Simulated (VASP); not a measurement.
**TaN: single point with PBE**

Crystal: TaN.

```
Ta N
1.0
     0.00000    2.13815    2.13815
     2.13815    0.00000    2.13815
     2.13815    2.13815    0.00000
Ta N
1 1
Direct
  0.50000 0.50000 0.50000
  0.00000 0.00000 0.00000
```

```yaml
Program: VASP 6.6.1
Task: single point
Functional: PBE
Potentials_or_basis: VASP PAW PBE potentials, release 64 (Ta_pv, N)
Cutoff: 520 eV
k_mesh: 16 × 16 × 16
Occupations: fermi-dirac, width 0.15 eV
Spin: no spin polarisation
```

* Pressure: 41.3 GPa
* Band gap on the k mesh: zero (band 8 reaches 12.70 eV, above the bottom of band 9 at 8.17 eV)

Levels at points of the mesh, in eV from the Fermi level:
```
           k point  band 6  band 7  band 8  band 9  band 10  band 11
(0.00, 0.00, 0.00)   -4.07   -4.07   -2.35   -2.35    -2.35     0.09
(0.50, 0.00, 0.00)   -8.21   -8.21    2.18    2.18     2.28     4.11
(0.50, 0.50, 0.00)   -6.07   -4.83   -4.83    2.41     4.05     4.05
```

Wall time 29 s on 1 thread of Intel(R) Xeon(R) Platinum 8259CL CPU @ 2.50GHz (Skylake/Cascade Lake) (shared host), peak memory 0.17 GiB.

Caveat: spin-orbit coupling is left out, which moves the levels of the heavy elements.
